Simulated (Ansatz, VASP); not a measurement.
Au: VASP and Ansatz over several settings

```
Au
1.0
     0.00000    2.03500    2.03500
     2.03500    0.00000    2.03500
     2.03500    2.03500    0.00000
Au
1
Direct
  0.00000 0.00000 0.00000
```

Single points on this cell with VASP 6.6.1 and Ansatz 0.2.0. Each row is one pair of runs. Alike in all rows: k mesh: 6 × 6 × 6; smearing: fermi-dirac, width 0.05 eV; VASP's potentials, cutoff: VASP PAW PBE potentials, release 64 (Au), 520 eV.

```csv
level,spin,"Ansatz's potentials, cutoff","pressure (GPa), VASP","pressure (GPa), Ansatz"
r2SCAN0,off,"Ansatz PAW, 500 eV",7.0,6.9
HF,off,"Ansatz PAW, 420 eV",25.1,25.9
HSE06,"non-collinear, zero start, SOC","Ansatz PAW, 420 eV",7.2,6.9
```

Pressure (GPa): the two programs differ by at most 0.82.

VASP's potentials hold 11 valence electrons a cell and Ansatz's 19, so a difference there can come from the potentials and not from the codes.

The k mesh is coarse, so the values compare programs but aren't converged.
